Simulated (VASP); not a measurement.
Set up this calculation in VASP 6.6.1, as the native input.

```yaml
Task: relaxation of cell and atoms
Functional: LDA
Potentials_or_basis: VASP PAW LDA potentials, release 64 (Hg, Te)
Cutoff: 600 eV
k_mesh: 6 × 6 × 6
Occupations: fermi-dirac, width 0.05 eV
Spin: no spin polarisation
Dipole_correction: no
Further_INCAR_settings: ALGO = Normal; EDIFF = 1e-07; IBRION = 2; EDIFFG = -0.01; NSW = 60; ISIF = 3
```

The structure of HgTe lies in POSCAR:

```
HgTe
1.0
   -3.0456030000      3.0456030000      1.5594100000
    3.0456030000     -3.0456030000      1.5594100000
    3.0456030000      3.0456030000     -1.5594100000
Hg Te
1 1
Direct
    0.2500000000      0.7500000000      0.5000000000
    0.0000000000      0.0000000000      0.0000000000
```

One way to write it, as run:

INCAR

```
PREC = Accurate
ENCUT = 600
EDIFF = 1E-7
ISMEAR = -1
SIGMA = 0.05
LREAL = F
LASPH = T
NELM = 60
ALGO = Normal
ISIF = 3
LWAVE = F
LCHARG = F
IBRION = 2
NSW = 60
EDIFFG = -0.01
```

KPOINTS

```
regular mesh
0
Gamma
  6 6 6
```

Potentials or basis: VASP PAW LDA potentials, release 64 (Hg, Te).

Run with:

```sh
$ cat potpaw_LDA.64/Hg/POTCAR potpaw_LDA.64/Te/POTCAR > POTCAR
$ mpirun -np 1 vasp_std > vasp.out
```

Results of the run:

```json
{"Relaxed volume": "26.43 Å³/atom", "Relaxed cell": "a = 4.309 Å, b = 4.309 Å, c = 4.309 Å, α = 98.72°, β = 98.72°, γ = 134.17°", "Space group after relaxing (to 0.05 Å)": "I-4m2 (No. 119)", "Energy gained by relaxing": "78.9 meV/atom", "Ionic steps": "24", "Pressure after relaxing": "-0.1 GPa", "Band gap on the k mesh": "zero (band 9 reaches 6.74 eV, above the bottom of band 10 at 3.04 eV)"}
```

Caveat: the k points lie up to 0.36 Å⁻¹ apart in the final cell; spin-orbit coupling is left out, which moves the levels of the heavy elements.

Wall time 3.8 min on 1 thread of Intel(R) Xeon(R) 6975P-C (Granite Rapids) (shared host), peak memory 0.22 GiB.
